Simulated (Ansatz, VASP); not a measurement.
# One calculation of Ba2TaS4, two programs

```xyz
7
Lattice="5.1831 0.0000 0.0000 -2.5915 4.4887 0.0000 0.0000 0.0000 12.5387" Properties=species:S:1:pos:R:3 pbc="T T T"
Ba    0.0000    0.0000    9.8047
Ba    0.0000    0.0000    2.7339
Ta    0.0000    0.0000    6.2693
S     2.5915    0.0000    6.2693
S    -1.2958    2.2443    6.2693
S     1.2958    2.2443    6.2693
S     0.0000    0.0000    0.0000
```

Alike in both runs: functional PBE; k mesh 6 × 6 × 2; occupations gaussian, width 0.1 eV; no spin polarisation.

Ansatz relaxed the structure, and its values are those at the end. VASP's run is a single point on that final structure, the one shown.

```csv
,VASP,Ansatz
version,VASP 6.6.1,Ansatz 0.2.0
potentials or method,"VASP PAW PBE potentials, release 64 (Ba_sv, Ta_sv_GW, S), cutoff 500 eV","scalar-relativistic, plane waves, PAW"
valence electrons in the cell,57,57
```

Ansatz gave:

- gap on the k mesh at the Fermi level (eV): none
- pressure (GPa): -0.1
- rms of the force components (eV/Å): 0.010

Question: Which values does VASP return?

Answer: gap on the k mesh at the Fermi level (eV): none; pressure (GPa): 0.1; rms of the force components (eV/Å): 0.068.

A gap of «none» marks a metal or a gap that the smearing closes.

Neither program's run includes spin-orbit coupling.
